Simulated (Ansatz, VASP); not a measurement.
# One calculation of Ta, two programs

```xyz
1
Lattice="-1.6613 1.6613 1.6613 1.6613 -1.6613 1.6613 1.6613 1.6613 -1.6613" Properties=species:S:1:pos:R:3 pbc="T T T"
Ta    0.0000    0.0000    0.0000
```

Alike in both runs: functional PBE; k mesh 7 × 7 × 7; no spin polarisation.

Ansatz relaxed the structure, and its values are those at the end. VASP's run is a single point on that final structure, the one shown.

|  | VASP | Ansatz |
| --- | --- | --- |
| version | VASP 6.6.1 | Ansatz 0.2.0 |
| potentials or method | VASP PAW PBE potentials, release 64 (Ta_pv), cutoff 500 eV | PAW plane waves |
| occupations | methfessel-paxton of order 1, width 0.2128 eV | cold, width 0.2128 eV |
| valence electrons in the cell | 11 | 13 |

```tsv
	VASP	Ansatz	Ansatz less VASP
gap on the k mesh at the Fermi level (eV)	none	none	-
pressure (GPa)	0.0	0.0	+0.01
```

A gap of «none» marks a metal or a gap that the smearing closes. VASP's potentials hold 11 valence electrons a cell and Ansatz's 13, so a difference there can come from the potentials and not from the codes.

The k mesh is coarse, so the values compare programs but aren't converged. Spin-orbit coupling is off throughout.
